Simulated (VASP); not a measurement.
# In (I4/mmm) in VASP: a series of runs

Aim: see how the results for In move with the level of theory and the settings. Levels: PBEsol+D4, r2SCAN. Tasks: single point.

Everything below comes from runs of VASP 6.6.1. Logs are shortened: lines on timing, memory, paths and dates and some standing lists are left out, and cuts for length are marked.

**1. The cell of the first run**

It takes space group I4/mmm (No. 139, tetragonal). Conventional cell: a = 3.212 Å, b = 3.212 Å, c = 4.884 Å, α = 90.00°, β = 90.00°, γ = 90.00°. In (site symmetry 4/mmm) has 12 In at 3.21 to 3.33 Å within 4.2 Å.

**2. Single point, PBEsol+D4**

Contents of INCAR:

```
SYSTEM = In
ALGO = Normal
EDIFF = 1E-6
ENCUT = 520
GGA = PS
ISIF = 2
ISMEAR = -1
IVDW = 13
LASPH = .TRUE.
LCHARG = .FALSE.
LREAL = .FALSE.
LWAVE = .FALSE.
NBANDS = 12
NELM = 60
PREC = Accurate
SIGMA = 0.1
```

Contents of KPOINTS:

```
k-points
0
G
  8 8 8
  0 0 0
```

Contents of POSCAR:

```
In
1.0
   -1.6059359000      1.6059359000      2.4420357800
    1.6059359000     -1.6059359000      2.4420357800
    1.6059359000      1.6059359000     -2.4420357800
In
1
Direct
    0.0000000000      0.0000000000      0.0000000000
```

Potentials or basis: VASP PAW PBE potentials, release 64 (In_d).

The run is started by

```console
$ cat potpaw_PBE.64/In_d/POTCAR > POTCAR
$ mpirun -np 1 vasp_std > vasp.out
```

OUTCAR:

```text
SYSTEM = In
   EDIFF = 1E-6
   ENCUT = 520
   GGA = PS
   ISIF = 2
   ISMEAR = -1
   IVDW = 13
   LASPH = .TRUE.
   LREAL = .FALSE.
   NELM = 60
   PREC = Accurate

 ion  position               nearest neighbor table
   1  0.000  0.000  0.000-

  LATTYP: Found a body centered tetragonal cell.
 ALAT       =     3.2118718000
 C/A-ratio  =     1.5206309168

  Lattice vectors:

 A1 = (  -1.6059359000,   1.6059359000,   2.4420357800)
 A2 = (   1.6059359000,  -1.6059359000,   2.4420357800)
 A3 = (   1.6059359000,   1.6059359000,  -2.4420357800)

Analysis of symmetry for initial positions (statically):
=====================================================================
 Subroutine PRICEL returns:
 Original cell was already a primitive cell.

 Routine SETGRP: Setting up the symmetry group for a
 body centered tetragonal supercell.

 Subroutine GETGRP returns: Found 16 space group operations
 (whereof 16 operations were pure point group operations)
 out of a pool of 16 trial point group operations.

The static configuration has the point symmetry D_4h.

Analysis of symmetry for dynamics (positions and initial velocities):
=====================================================================
 Subroutine PRICEL returns:
 Original cell was already a primitive cell.

 Routine SETGRP: Setting up the symmetry group for a
 body centered tetragonal supercell.

 Subroutine GETGRP returns: Found 16 space group operations
 (whereof 16 operations were pure point group operations)
 out of a pool of 16 trial point group operations.

The dynamic configuration has the point symmetry D_4h.

 Subroutine INISYM returns: Found 16 space group operations
 (whereof 16 operations are pure point group operations),
 and found     1 'primitive' translations

----------------------------------------------------------------------------------------

                                     Primitive cell

  volume of cell :      25.1923

  direct lattice vectors                    reciprocal lattice vectors
    -1.605935900  1.605935900  2.442035780     0.000000000  0.311344930  0.204747205
     1.605935900 -1.605935900  2.442035780     0.311344930  0.000000000  0.204747205
     1.605935900  1.605935900 -2.442035780     0.311344930  0.311344930  0.000000000

  length of vectors
     3.334906143  3.334906143  3.334906143     0.372635322  0.372635322  0.440308222

  position of ions in fractional coordinates (direct lattice)
     0.000000000  0.000000000  0.000000000

  ion indices of the primitive-cell ions
   primitive index   ion index
                 1           1

----------------------------------------------------------------------------------------

 KPOINTS: k-points

Automatic generation of k-mesh.
 Grid dimensions read from file:
 generate k-points for:    8    8    8

 Generating k-lattice:

  Cartesian coordinates                     Fractional coordinates (reciprocal lattice)
     0.000000000  0.038918116  0.025593401     0.125000000  0.000000000  0.000000000
     0.038918116  0.000000000  0.025593401     0.000000000  0.125000000  0.000000000
     0.038918116  0.038918116  0.000000000     0.000000000  0.000000000  0.125000000

  Length of vectors
     0.046579415  0.046579415  0.055038528

  Shift w.r.t. Gamma in fractional coordinates (k-lattice)
     0.000000000  0.000000000  0.000000000

 Subroutine IBZKPT returns following result:
 ===========================================

 Found     59 irreducible k-points:

 Following reciprocal coordinates:
            Coordinates               Weight
  0.000000  0.000000  0.000000      1.000000
  0.125000  0.000000  0.000000      8.000000
  0.250000  0.000000  0.000000      8.000000
  0.375000  0.000000 -0.000000      8.000000
  0.500000  0.000000  0.000000      4.000000
  0.125000  0.125000  0.000000      8.000000
[... 16 lines left out ...]
  0.250000  0.125000  0.125000     16.000000
  0.375000  0.125000  0.125000      8.000000
 [... further k-points ...]
   k-points           NKPTS =     59   k-points in BZ     NKDIM =     59   number of bands    NBANDS=     12
   number of dos      NEDOS =    301   number of ions     NIONS =      1
   total plane-waves  NPLWV =  21952
   dimension x,y,z NGX =    28 NGY =   28 NGZ =   28
   dimension x,y,z NGXF=    56 NGYF=   56 NGZF=   56
   ions per type =               1
   NGX,Y,Z   is equivalent  to a cutoff of  13.96, 13.96, 13.96 a.u.
   NGXF,Y,Z  is equivalent  to a cutoff of  27.92, 27.92, 27.92 a.u.
 SYSTEM =  In
   PREC   = accura    normal or accurate (medium, high low for compatibility)
   ISTART =      0    job   : 0-new  1-cont  2-samecut
   ICHARG =      2    charge: 1-file 2-atom 10-const
   ISPIN  =      1    spin polarized calculation?
   LNONCOLLINEAR =      F non collinear calculations
   LSORBIT =      F    spin-orbit coupling
   LASPH  =      T    aspherical Exc in radial PAW
   ENCUT  =  520.0 eV  38.22 Ry    6.18 a.u.   6.20  6.20  6.20*2*pi/ulx,y,z
   NELM   =     60;   NELMIN=  2; NELMDL= -5     # of ELM steps
   EDIFF  = 0.1E-05   stopping-criterion for ELM
   LREAL  =      F    real-space projection
   EDIFFG = 0.1E-04   stopping-criterion for IOM
   NSW    =      0    number of steps for IOM
   IBRION =     -1    ionic relax: 0-MD 1-quasi-New 2-CG
   NFREE  =      0    steps in history (QN), initial steepest desc. (CG)
   ISIF   =      2    stress and relaxation
   ISYM   =      2    0-nonsym 1-usesym 2-fastsym
   POTIM  = 0.5000    time-step for ionic-motion
   TEBEG  =    0.0;   TEEND  =   0.0 temperature during run
   PSTRESS=    0.0 pullay stress
   NELECT =      13.0000    total number of electrons
   NUPDOWN=      -1.0000    fix difference up-down
   EMIN   =  10.00;   EMAX   =-10.00  energy-range for DOS
   EFERMI =   0.00;   METHOD = LEGACY
   ISMEAR =    -1;   SIGMA  =   0.10  broadening in eV -4-tet -1-fermi 0-gaus
   EFERMI_NEDOS =   21; number of points for ismear=-14 and -15
   IALGO  =     38    algorithm
   IMIX   =      4    mixing-type and parameters
     AMIX     =   0.40;   BMIX     =  1.00
     AMIX_MAG =   1.60;   BMIX_MAG =  1.00
  volume/ion in A,a.u.               =      25.19       170.01
  Fermi-wavevector in a.u.,A,eV,Ry     =   1.313106  2.481411 23.459812  1.724248
  Thomas-Fermi vector in A             =   2.443452
   LORBIT       =      0    0 simple, 1 ext, 2 COOP (PROOUT), +10 PAW based schemes
   GGA     = PS    functional components
   LHFCALC =     F    Hartree Fock is set to
   AEXX    =    0.0000 exact exchange contribution
   IVDW    =    13    specifies the selected vdW correction
   LEPSILON=     F    determine dielectric tensor
   LRPA    =     F    only Hartree local field effects (RPA)
 non-spin polarized calculation
  energy-cutoff  :      520.00
  volume of cell :       25.19
 maximum number of plane-waves:       690
 NGX is ok and might be reduce to    28
   NGX = 13   NGY = 13   NGZ = 13

 number of electron      13.0000000 magnetization

 Free energy of the ion-electron system (eV)
  ---------------------------------------------------
  ext. energy  EPLUGINS =         0.00000000
  ---------------------------------------------------
  free energy    TOTEN  =        -2.98457932 eV

  energy without entropy =       -2.97033381  energy(sigma->0) =       -2.97745657

 E-fermi :   7.8262     XC(G=0): -10.5871

 val. band max:        7.8154395089   @ k =  -0.3750   0.3750   0.2500
 cond. band min:       7.9065463060   @ k =   0.3750   0.3750  -0.0000
 fundamental gap:      0.0911067971
 Fermi energy:         7.8262449907

 k-point     1 :       0.0000    0.0000    0.0000
  band No.  band energies     occupation
      1      -6.8790      2.00000
      2      -6.7596      2.00000
      3      -6.7596      2.00000
      4      -6.6650      2.00000
      5      -6.5554      2.00000
      6      -2.0413      2.00000
      7      18.6468      0.00000
      8      18.6468      0.00000
      9      18.8355      0.00000
     10      19.4536      0.00000
     11      22.0820      0.00000
     12      22.1885      0.00000

 k-point     2 :       0.1250    0.0000    0.0000
  band No.  band energies     occupation
      1      -6.8562      2.00000
      2      -6.7632      2.00000
      3      -6.7346      2.00000
      4      -6.6558      2.00000
      5      -6.5644      2.00000
      6      -1.6867      2.00000
      7      15.3777      0.00000
      8      18.0045      0.00000
      9      18.2635      0.00000
     10      19.3061      0.00000
     11      21.9893      0.00000
     12      23.0986      0.00000

 k-point     3 :       0.2500    0.0000    0.0000
  band No.  band energies     occupation
      1      -6.8432      2.00000
      2      -6.7903      2.00000
      3      -6.7079      2.00000
      4      -6.5799      2.00000
      5      -6.5514      2.00000
      6      -0.6019      2.00000
      7      11.0287      0.00000
      8      16.7896      0.00000
      9      17.6842      0.00000
     10      19.2362      0.00000
     11      20.5747      0.00000
     12      23.0909      0.00000
[... 286 lines left out ...]
 k-point    23 :       0.2500    0.1250    0.1250
  band No.  band energies     occupation
      1      -6.8291      2.00000
      2      -6.7736      2.00000
      3      -6.6840      2.00000
      4      -6.5727      2.00000
      5      -6.4622      2.00000
      6       2.2190      2.00000
      7       8.0958      0.12643
      8      11.8369      0.00000
      9      14.2273      0.00000
     10      17.9563      0.00000
     11      20.1768      0.00000
     12      22.3310      0.00000

 k-point    24 :       0.3750    0.1250    0.1250
  band No.  band energies     occupation
      1      -6.8185      2.00000
      2      -6.8027      2.00000
      3      -6.6490      2.00000
      4      -6.6003      2.00000
      5      -6.4212      2.00000
      6       4.2947      2.00000
      7       5.3510      2.00000
      8      12.1607      0.00000
      9      13.2078      0.00000
     10      17.6924      0.00000
     11      20.0653      0.00000
     12      25.7119      0.00000

 [... further k-points ...]

------------------------ aborting loop because EDIFF is reached ----------------------------------------

  DFT-D4 for vdW energy calculation

  Edisp (eV):   -0.21792

  FORCE on cell =-STRESS in cart. coord.  units (eV):
  Direction    XX          YY          ZZ          XY          YZ          ZX
  --------------------------------------------------------------------------------------
  -------------------------------------------------------------------------------------
  Total      -0.30443    -0.30443     0.24906     0.00000    -0.00000     0.00000
  in kB     -19.36137   -19.36137    15.83945     0.00000    -0.00000     0.00000
  external pressure =       -7.63 kB  Pullay stress =        0.00 kB

 VOLUME and BASIS-vectors are now :
 -----------------------------------------------------------------------------
  energy-cutoff  :      520.00
  volume of cell :       25.19
      direct lattice vectors                 reciprocal lattice vectors
    -1.605935900  1.605935900  2.442035780     0.000000000  0.311344930  0.204747205
     1.605935900 -1.605935900  2.442035780     0.311344930  0.000000000  0.204747205
     1.605935900  1.605935900 -2.442035780     0.311344930  0.311344930  0.000000000

 POSITION                                       TOTAL-FORCE (eV/Angst)
 -----------------------------------------------------------------------------------
      0.00000      0.00000      0.00000         0.000000     -0.000000      0.000000
 -----------------------------------------------------------------------------------
    total drift:                                0.000000      0.000000      0.000000

  FREE ENERGIE OF THE ION-ELECTRON SYSTEM (eV)
  ---------------------------------------------------
  free  energy   TOTEN  =        -3.2024978023 eV

  energy  without entropy=       -3.1882522887  energy(sigma->0) =       -3.19537505
```

It took 16 s on 1 thread of AMD EPYC 7R43 (Zen 3), shared host; peak memory 0.13 GiB.

Results:

```yaml
Free_energy: -3.2025 eV
Pressure: -0.8 GPa
Dispersion_energy_per_atom: -0.218 eV
```

Levels at points of the mesh, in eV from the Fermi level:
```tsv
k point	band 3	band 4	band 5	band 6	band 7	band 8	band 9	band 10
(0.00, 0.00, 0.00)	-14.59	-14.49	-14.38	-9.87	10.82	10.82	11.01	11.63
(0.50, 0.00, 0.00)	-14.57	-14.28	-14.24	-4.38	-3.59	7.71	9.38	11.15
(0.50, 0.50, 0.00)	-14.28	-14.26	-14.17	-2.12	-1.62	3.55	3.97	7.18
(0.50, 0.50, 0.50)	-14.27	-14.23	-14.23	-2.93	-2.86	4.77	4.77	8.33
```

Caveat: the PAW data sets were made with another functional, which shifts forces and pressure a little; spin-orbit coupling is left out, which moves the levels of the heavy elements; pairwise dispersion overbinds metals, which lowers pressure and volume.

**3. Single point, r2SCAN**

POSCAR is that of step 2.

Contents of INCAR.step1:

```
PREC = Accurate
ENCUT = 520
ISMEAR = -1
SIGMA = 0.1
LREAL = F
LASPH = T
NELM = 80
NBANDS = 12
GGA = PE
ALGO = Normal
EDIFF = 1E-4
LWAVE = T
LCHARG = F
```

Contents of INCAR.step2:

```
PREC = Accurate
ENCUT = 520
EDIFF = 1E-6
ISMEAR = -1
SIGMA = 0.1
LREAL = F
LASPH = T
NELM = 80
ALGO = Normal
ISIF = 2
LWAVE = F
LCHARG = F
METAGGA = R2SCAN
LMIXTAU = T
NBANDS = 12
ISTART = 1
```

Contents of KPOINTS:

```
Automatic mesh
0
Gamma
  8 8 8
```

Potentials or basis: VASP PAW PBE potentials, release 64 (In_d).

The run is started by

```console
$ cat potpaw_PBE.64/In_d/POTCAR > POTCAR
$ cp INCAR.step1 INCAR
$ mpirun -np 1 vasp_std > vasp.out
$ cp INCAR.step2 INCAR
$ mpirun -np 1 vasp_std > vasp.out
```

Run time: 81 s. Hardware: 1 thread of AMD EPYC 7R43 (Zen 3), shared host; peak memory 0.14 GiB.

The run converged. Its results:

- Free energy: -22.5663 eV
- Pressure: 1.9 GPa

Stress tensor (GPa, compression positive):
```
0.54 0.00 0.00
0.00 0.54 0.00
0.00 0.00 4.64
```

Levels at points of the mesh, in eV from the Fermi level:
| k point | band 3 | band 4 | band 5 | band 6 | band 7 | band 8 | band 9 | band 10 |
| --- | --- | --- | --- | --- | --- | --- | --- | --- |
| (0.00, 0.00, 0.00) | -15.29 | -15.19 | -15.07 | -10.37 | 11.47 | 11.47 | 11.71 | 12.21 |
| (0.50, 0.00, 0.00) | -15.27 | -14.97 | -14.93 | -4.53 | -3.81 | 8.16 | 9.95 | 11.91 |
| (0.50, 0.50, 0.00) | -14.97 | -14.94 | -14.85 | -2.35 | -1.51 | 3.71 | 4.22 | 7.66 |
| (0.50, 0.50, 0.50) | -14.95 | -14.91 | -14.91 | -3.09 | -2.95 | 5.04 | 5.04 | 8.53 |

Caveat: the PAW data sets were made with another functional, which shifts forces and pressure a little; spin-orbit coupling is left out, which moves the levels of the heavy elements.

**4. Single point, r2SCAN**

POSCAR is that of step 3.

Contents of INCAR.step1:

```
ALGO = Normal ; EDIFF = 1E-4
ENCUT = 520 ; GGA = PE
ISMEAR = -4 ; ISYM = 0
LASPH = T ; LCHARG = F
LREAL = F ; LWAVE = T
NBANDS = 12 ; NELM = 100
PREC = Accurate ; SIGMA = 0.1
```

Contents of INCAR.step2:

```
ALGO = Normal ; EDIFF = 1E-6
ENCUT = 520 ; ISIF = 2
ISMEAR = -4 ; ISTART = 1
ISYM = 0 ; LASPH = T
LCHARG = T ; LELF = T
LMIXTAU = T ; LREAL = F
LVHAR = T ; LWAVE = F
METAGGA = R2SCAN ; NBANDS = 12
NELM = 100 ; PREC = Accurate
SIGMA = 0.1
```

Contents of KPOINTS:

```
k-points
0
Gamma
  8 8 8
```

The run is started by

```console
$ cat potpaw_PBE.64/In_d/POTCAR > POTCAR
$ cp INCAR.step1 INCAR
$ mpirun -np 1 vasp_std > vasp.out
$ cp INCAR.step2 INCAR
$ mpirun -np 1 vasp_std > vasp.out
```

Wall time 5.9 min (1 thread of AMD EPYC 7R43 (Zen 3), shared host); peak memory 0.19 GiB.

The run converged. Its results:

```yaml
Free_energy: -22.3362 eV
Pressure: 3.6 GPa
```

Stress tensor (GPa, compression positive):
```
3.17 0.29 0.03
0.29 3.17 0.03
0.03 0.03 4.37
```

Levels at points of the mesh, in eV from the Fermi level:
```csv
k point,band 3,band 4,band 5,band 6,band 7,band 8,band 9,band 10
"(0.00, 0.00, 0.00)",-15.28,-15.19,-15.05,-10.36,11.45,11.45,11.69,12.20
"(0.50, 0.00, 0.00)",-15.26,-14.96,-14.92,-4.54,-3.80,8.14,9.93,11.91
"(0.00, 0.50, 0.00)",-15.26,-14.96,-14.92,-4.54,-3.80,8.14,9.93,11.91
"(0.00, 0.50, 0.50)",-15.26,-14.96,-14.92,-4.54,-3.80,8.14,9.93,11.91
"(0.50, 0.00, 0.50)",-15.26,-14.96,-14.92,-4.54,-3.80,8.14,9.93,11.91
"(0.50, 0.50, 0.00)",-14.96,-14.94,-14.83,-2.36,-1.52,3.69,4.23,7.65
"(0.00, 0.00, 0.50)",-14.97,-14.94,-14.83,-2.37,-1.51,3.69,4.22,7.66
"(0.50, 0.50, 0.50)",-14.93,-14.91,-14.91,-3.08,-2.97,5.03,5.04,8.52
```

Caveat: the PAW data sets were made with another functional, which shifts forces and pressure a little; spin-orbit coupling is left out, which moves the levels of the heavy elements.

[end of part 1 of 2]
